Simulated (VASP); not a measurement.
# HfSn3S8 in VASP: notebook

HfSn3S8 is run at these levels: PBE; tasks: single point.

All numbers are computed with VASP 6.6.1; they aren't measurements. Logs are shortened: lines on timing, memory, paths and dates and some standing lists are left out, and cuts for length are marked.

**1. The cell of the first run**

The structure is trigonal, space group P-3m1 (No. 164). Conventional cell: a = 7.398 Å, b = 7.398 Å, c = 6.817 Å, α = 90.00°, β = 90.00°, γ = 120.00°. Hf (site symmetry -3m) has 6 S at 2.58 Å within 3.4 Å. Within 3.4 Å of Sn (site symmetry 2/m) lie 6 S at 2.59 to 2.60 Å. S (site symmetry m) has 1 Hf at 2.58 Å and 2 Sn at 2.60 Å within 3.4 Å. S (site symmetry 3m) has 3 Sn at 2.59 Å within 3.4 Å.

**2. Single point, PBE**

Contents of INCAR:

```
SYSTEM = HfSn3S8
PREC = Accurate ; ENCUT = 520
EDIFF = 1E-6 ; ISMEAR = 0
SIGMA = 0.1 ; LREAL = .False.
LASPH = .True. ; NELM = 60
ALGO = Normal ; ISIF = 2
LWAVE = .False. ; LCHARG = .True.
GGA = PE ; LELF = .True.
LVHAR = .True. ; NBANDS = 62
```

Contents of KPOINTS:

```
Automatic mesh
0
Gamma
  2 3 3
  0 0 0
```

Contents of POSCAR:

```
HfSn3S8
1.0
    0.0000000000      0.0000000000      6.8166630203
    7.3978110645      0.0000000000      0.0000000000
   -3.6989055322      6.4066923142      0.0000000000
Hf Sn S
1 3 8
Direct
    0.0000000000      0.0000000000      0.0000000000
    0.0000000000      0.5000000000      0.5000000000
    0.0000000000      0.5000000000      1.0000000000
    0.0000000000      1.0000000000      0.5000000000
    0.2165609801      0.6693214961      0.8346607480
    0.2148821639      0.6666666667      0.3333333333
    0.2165609801      0.1653392520      0.8346607480
    0.2165609801      0.1653392520      0.3306785039
    0.7834390199      0.8346607480      0.6693214961
    0.7834390199      0.8346607480      0.1653392520
    0.7851178361      0.3333333333      0.6666666667
    0.7834390199      0.3306785039      0.1653392520
```

Potentials or basis: VASP PAW PBE potentials, release 64 (Hf_pv, Sn_d, S).

Run with:

```sh
$ cat potpaw_PBE.64/Hf_pv/POTCAR potpaw_PBE.64/Sn_d/POTCAR potpaw_PBE.64/S/POTCAR > POTCAR
$ mpirun -np 1 vasp_std > vasp.out
```

OUTCAR:

```text
SYSTEM = HfSn3S8
   PREC = Accurate
   ENCUT = 520
   EDIFF = 1E-6
   ISMEAR = 0
   LREAL = .False.
   LASPH = .True.
   NELM = 60
   ISIF = 2
   GGA = PE

 ion  position               nearest neighbor table
   1  0.000  0.000  0.000-   8 2.58   9 2.58   5 2.58  12 2.58  10 2.58   7 2.58   4 3.70   4 3.70
                             2 3.70   2 3.70   3 3.70   3 3.70
   2  0.000  0.500  0.500-   6 2.59  11 2.59   5 2.60  12 2.60   8 2.60   9 2.60   3 3.70   3 3.70
                             1 3.70   1 3.70   4 3.70   4 3.70
   3  0.000  0.500  0.000-   6 2.59  11 2.59  10 2.60   7 2.60   5 2.60  12 2.60   2 3.70   2 3.70
                             4 3.70   4 3.70   1 3.70   1 3.70
   4  0.000  0.000  0.500-   6 2.59  11 2.59  10 2.60   7 2.60   8 2.60   9 2.60   1 3.70   1 3.70
                             3 3.70   3 3.70   2 3.70   2 3.70
   5  0.217  0.669  0.835-   1 2.58   2 2.60   3 2.60
   6  0.215  0.667  0.333-   3 2.59   4 2.59   2 2.59
   7  0.217  0.165  0.835-   1 2.58   4 2.60   3 2.60
   8  0.217  0.165  0.331-   1 2.58   2 2.60   4 2.60
   9  0.783  0.835  0.669-   1 2.58   2 2.60   4 2.60
  10  0.783  0.835  0.165-   1 2.58   4 2.60   3 2.60
  11  0.785  0.333  0.667-   3 2.59   4 2.59   2 2.59
  12  0.783  0.331  0.165-   1 2.58   2 2.60   3 2.60

  LATTYP: Found a hexagonal cell.
 ALAT       =     7.3978110645
 C/A-ratio  =     0.9214432433

  Lattice vectors:

 A1 = (   7.3978110645,   0.0000000000,   0.0000000000)
 A2 = (  -3.6989055322,   6.4066923142,   0.0000000000)
 A3 = (   0.0000000000,   0.0000000000,   6.8166630203)

Analysis of symmetry for initial positions (statically):
=====================================================================
 Subroutine PRICEL returns:
 Original cell was already a primitive cell.

 Routine SETGRP: Setting up the symmetry group for a
 hexagonal supercell.

 Subroutine GETGRP returns: Found 12 space group operations
 (whereof 12 operations were pure point group operations)
 out of a pool of 24 trial point group operations.

The static configuration has the point symmetry D_3d.

Analysis of symmetry for dynamics (positions and initial velocities):
=====================================================================
 Subroutine PRICEL returns:
 Original cell was already a primitive cell.

 Routine SETGRP: Setting up the symmetry group for a
 hexagonal supercell.

 Subroutine GETGRP returns: Found 12 space group operations
 (whereof 12 operations were pure point group operations)
 out of a pool of 24 trial point group operations.

The dynamic configuration has the point symmetry D_3d.

 Subroutine INISYM returns: Found 12 space group operations
 (whereof 12 operations are pure point group operations),
 and found     1 'primitive' translations

----------------------------------------------------------------------------------------

                                     Primitive cell

  volume of cell :     323.0791

  direct lattice vectors                    reciprocal lattice vectors
     0.000000000  0.000000000  6.816663020     0.000000000  0.000000000  0.146699345
     7.397811064  0.000000000  0.000000000     0.135175120  0.078043392  0.000000000
    -3.698905532  6.406692314  0.000000000     0.000000000  0.156086784  0.000000000

  length of vectors
     6.816663020  7.397811064  7.397811064     0.146699345  0.156086784  0.156086784

  position of ions in fractional coordinates (direct lattice)
     0.000000000  0.000000000  0.000000000
     0.000000000  0.500000000  0.500000000
     0.000000000  0.500000000  0.000000000
     0.000000000  0.000000000  0.500000000
     0.216560980  0.669321496  0.834660748
     0.214882164  0.666666667  0.333333333
     0.216560980  0.165339252  0.834660748
     0.216560980  0.165339252  0.330678504
     0.783439020  0.834660748  0.669321496
     0.783439020  0.834660748  0.165339252
     0.785117836  0.333333333  0.666666667
     0.783439020  0.330678504  0.165339252

  ion indices of the primitive-cell ions
   primitive index   ion index
                 1           1
                 2           2
                 3           3
                 4           4
                 5           5
                 6           6
                 7           7
                 8           8
                 9           9
                10          10
                11          11
                12          12

----------------------------------------------------------------------------------------

 KPOINTS: Automatic mesh

Automatic generation of k-mesh.
 Grid dimensions read from file:
 generate k-points for:    2    3    3

 Generating k-lattice:

  Cartesian coordinates                     Fractional coordinates (reciprocal lattice)
     0.000000000  0.000000000  0.073349672     0.500000000  0.000000000  0.000000000
     0.045058373  0.026014464  0.000000000     0.000000000  0.333333333  0.000000000
     0.000000000  0.052028928  0.000000000     0.000000000  0.000000000  0.333333333

  Length of vectors
     0.073349672  0.052028928  0.052028928

  Shift w.r.t. Gamma in fractional coordinates (k-lattice)
     0.000000000  0.000000000  0.000000000

 Subroutine IBZKPT returns following result:
 ===========================================

 Found      6 irreducible k-points:

 Following reciprocal coordinates:
            Coordinates               Weight
  0.000000  0.000000  0.000000      1.000000
  0.500000  0.000000  0.000000      1.000000
  0.000000  0.333333 -0.000000      6.000000
  0.500000  0.333333 -0.000000      6.000000
  0.000000  0.333333  0.333333      2.000000
  0.500000  0.333333  0.333333      2.000000
   k-points           NKPTS =      6   k-points in BZ     NKDIM =      6   number of bands    NBANDS=     62
   number of dos      NEDOS =    301   number of ions     NIONS =     12
   total plane-waves  NPLWV = 169344
   dimension x,y,z NGX =    54 NGY =   56 NGZ =   56
   dimension x,y,z NGXF=   108 NGYF=  112 NGZF=  112
   ions per type =               1   3   8
   NGX,Y,Z   is equivalent  to a cutoff of  13.17, 12.58, 12.58 a.u.
   NGXF,Y,Z  is equivalent  to a cutoff of  26.34, 25.17, 25.17 a.u.
 SYSTEM =  HfSn3S8
   PREC   = accura    normal or accurate (medium, high low for compatibility)
   ISTART =      0    job   : 0-new  1-cont  2-samecut
   ICHARG =      2    charge: 1-file 2-atom 10-const
   ISPIN  =      1    spin polarized calculation?
   LNONCOLLINEAR =      F non collinear calculations
   LSORBIT =      F    spin-orbit coupling
   LASPH  =      T    aspherical Exc in radial PAW
   ENCUT  =  520.0 eV  38.22 Ry    6.18 a.u.  12.67 13.76 13.76*2*pi/ulx,y,z
   NELM   =     60;   NELMIN=  2; NELMDL= -5     # of ELM steps
   EDIFF  = 0.1E-05   stopping-criterion for ELM
   LREAL  =      F    real-space projection
   EDIFFG = 0.1E-04   stopping-criterion for IOM
   NSW    =      0    number of steps for IOM
   IBRION =     -1    ionic relax: 0-MD 1-quasi-New 2-CG
   NFREE  =      0    steps in history (QN), initial steepest desc. (CG)
   ISIF   =      2    stress and relaxation
   ISYM   =      2    0-nonsym 1-usesym 2-fastsym
   POTIM  = 0.5000    time-step for ionic-motion
   TEBEG  =    0.0;   TEEND  =   0.0 temperature during run
   PSTRESS=    0.0 pullay stress
   NELECT =     100.0000    total number of electrons
   NUPDOWN=      -1.0000    fix difference up-down
   EMIN   =  10.00;   EMAX   =-10.00  energy-range for DOS
   EFERMI =   0.00;   METHOD = LEGACY
   ISMEAR =     0;   SIGMA  =   0.10  broadening in eV -4-tet -1-fermi 0-gaus
   EFERMI_NEDOS =   21; number of points for ismear=-14 and -15
   IALGO  =     38    algorithm
   IMIX   =      4    mixing-type and parameters
     AMIX     =   0.40;   BMIX     =  1.00
     AMIX_MAG =   1.60;   BMIX_MAG =  1.00
  volume/ion in A,a.u.               =      26.92       181.69
  Fermi-wavevector in a.u.,A,eV,Ry     =   1.107402  2.092686 16.685349  1.226339
  Thomas-Fermi vector in A             =   2.243915
   LORBIT       =      0    0 simple, 1 ext, 2 COOP (PROOUT), +10 PAW based schemes
   GGA     = PE    functional components
   LHFCALC =     F    Hartree Fock is set to
   AEXX    =    0.0000 exact exchange contribution
   IVDW    =     0    specifies the selected vdW correction
   LEPSILON=     F    determine dielectric tensor
   LRPA    =     F    only Hartree local field effects (RPA)
 non-spin polarized calculation
 Gauss-broadening in eV      SIGMA  =   0.10
  energy-cutoff  :      520.00
  volume of cell :      323.08
 maximum number of plane-waves:      8719
 NGX is ok and might be reduce to    54
   NGX = 25   NGY = 27   NGZ = 27

 number of electron     100.0000014 magnetization

 Free energy of the ion-electron system (eV)
  ---------------------------------------------------
  ext. energy  EPLUGINS =         0.00000000
  ---------------------------------------------------
  free energy    TOTEN  =       -62.00756782 eV

  energy without entropy =      -62.00756782  energy(sigma->0) =      -62.00756782

 E-fermi :   2.8277     XC(G=0):  -8.5895

 val. band max:        2.3893919610   @ k =   0.0000   0.3333   0.3333
 cond. band min:       3.2795641697   @ k =   0.0000   0.0000   0.0000
 fundamental gap:      0.8901722086
 Fermi energy:         2.8276561384

 k-point     1 :       0.0000    0.0000    0.0000
  band No.  band energies     occupation
      1     -28.0972      2.00000
      2     -28.0972      2.00000
      3     -28.0648      2.00000
      4     -18.5688      2.00000
      5     -18.5244      2.00000
      6     -18.5244      2.00000
[... 54 lines left out ...]
     61       8.1065      0.00000
     62       8.1112      0.00000

 k-point     2 :       0.5000    0.0000    0.0000
  band No.  band energies     occupation
      1     -28.0972      2.00000
      2     -28.0972      2.00000
      3     -28.0648      2.00000
      4     -18.5688      2.00000
      5     -18.5244      2.00000
      6     -18.5244      2.00000
[... 54 lines left out ...]
     61       8.0709      0.00000
     62       8.0736      0.00000

 k-point     3 :       0.0000    0.3333   -0.0000
  band No.  band energies     occupation
      1     -28.0973      2.00000
      2     -28.0972      2.00000
      3     -28.0648      2.00000
      4     -18.5504      2.00000
      5     -18.5218      2.00000
      6     -18.5074      2.00000
[... 54 lines left out ...]
     61       8.1896      0.00000
     62       8.3705      0.00000

 k-point     4 :       0.5000    0.3333   -0.0000
  band No.  band energies     occupation
      1     -28.0973      2.00000
      2     -28.0972      2.00000
      3     -28.0648      2.00000
      4     -18.5504      2.00000
      5     -18.5218      2.00000
      6     -18.5075      2.00000
[... 54 lines left out ...]
     61       8.0335      0.00000
     62       8.3836      0.00000

 k-point     5 :       0.0000    0.3333    0.3333
  band No.  band energies     occupation
      1     -28.0973      2.00000
      2     -28.0973      2.00000
      3     -28.0648      2.00000
      4     -18.5259      2.00000
      5     -18.5259      2.00000
      6     -18.5181      2.00000
[... 54 lines left out ...]
     61       8.2070      0.00000
     62       8.2133      0.00000

 k-point     6 :       0.5000    0.3333    0.3333
  band No.  band energies     occupation
      1     -28.0973      2.00000
      2     -28.0973      2.00000
      3     -28.0648      2.00000
      4     -18.5260      2.00000
      5     -18.5260      2.00000
      6     -18.5181      2.00000
[... 54 lines left out ...]
     61       8.0394      0.00000
     62       8.3691      0.00000

------------------------ aborting loop because EDIFF is reached ----------------------------------------

  FORCE on cell =-STRESS in cart. coord.  units (eV):
  Direction    XX          YY          ZZ          XY          YZ          ZX
  --------------------------------------------------------------------------------------
  -------------------------------------------------------------------------------------
  Total       -0.3956107     -0.3956107     -0.2996866     -0.0000000      0.0000000     -0.0000000
  in kB       -1.9618677     -1.9618677     -1.4861715     -0.0000000      0.0000000     -0.0000000
  external PRESSURE =      -1.8033023 kB  Pullay stress =       0.0000000 kB

 VOLUME and BASIS-vectors are now :
 -----------------------------------------------------------------------------
  energy-cutoff  :      520.00
  volume of cell :      323.08
      direct lattice vectors                 reciprocal lattice vectors
     0.000000000  0.000000000  6.816663020     0.000000000  0.000000000  0.146699345
     7.397811064  0.000000000  0.000000000     0.135175120  0.078043392  0.000000000
    -3.698905532  6.406692314  0.000000000     0.000000000  0.156086784  0.000000000

 POSITION                                       TOTAL-FORCE (eV/Angst)
 -----------------------------------------------------------------------------------
      0.00000      0.00000      0.00000         0.000000      0.000000     -0.000000
      1.84945      3.20335      0.00000        -0.000000      0.000000     -0.000000
      3.69891      0.00000      0.00000        -0.000000      0.000000     -0.000000
     -1.84945      3.20335      0.00000         0.000000      0.000000     -0.000000
      1.86418      5.34741      1.47622         0.024641      0.014226     -0.032715
      3.69891      2.13556      1.46478        -0.000000      0.000000     -0.011906
     -1.86418      5.34741      1.47622        -0.024641      0.014226     -0.032715
      0.00000      2.11856      1.47622        -0.000000     -0.028452     -0.032715
      3.69891      4.28814      5.34044         0.000000      0.028452      0.032715
      5.56309      1.05928      5.34044         0.024641     -0.014226      0.032715
     -0.00000      4.27113      5.35188         0.000000      0.000000      0.011906
      1.83472      1.05928      5.34044        -0.024641     -0.014226      0.032715
 -----------------------------------------------------------------------------------
    total drift:                                0.000000     -0.000000      0.000000

  FREE ENERGIE OF THE ION-ELECTRON SYSTEM (eV)
  ---------------------------------------------------
  free  energy   TOTEN  =       -62.0075678170 eV

  energy  without entropy=      -62.0075678169  energy(sigma->0) =      -62.00756782
```

It took 5.7 min on 1 thread of Intel Xeon 8259CL, shared host; peak memory 0.48 GiB.

Results:

| Property | Result |
| --- | --- |
| Free energy | -62.0076 eV |
| Pressure | -0.2 GPa |
| Largest force | 0.043 eV/Å |
| Band gap on the k mesh | 0.89 eV, indirect (least direct gap 0.97 eV) |

Forces in eV/Å, atoms in the order of the input:
```
Hf   0.000  0.000  0.000
Sn   0.000  0.000  0.000
Sn   0.000  0.000  0.000
Sn   0.000  0.000  0.000
S    0.025  0.014 -0.033
S    0.000  0.000 -0.012
S   -0.025  0.014 -0.033
S    0.000 -0.028 -0.033
S    0.000  0.028  0.033
S    0.025 -0.014  0.033
S    0.000  0.000  0.012
S   -0.025 -0.014  0.033
```

Caveat: the k points lie up to 0.46 Å⁻¹ apart; spin-orbit coupling is left out, which moves the levels of the heavy elements; this functional lacks dispersion, which binds the layers, so the pressure and a relaxed spacing across them are unreliable. A k mesh can miss the band edges.

[end of part 1 of 2]
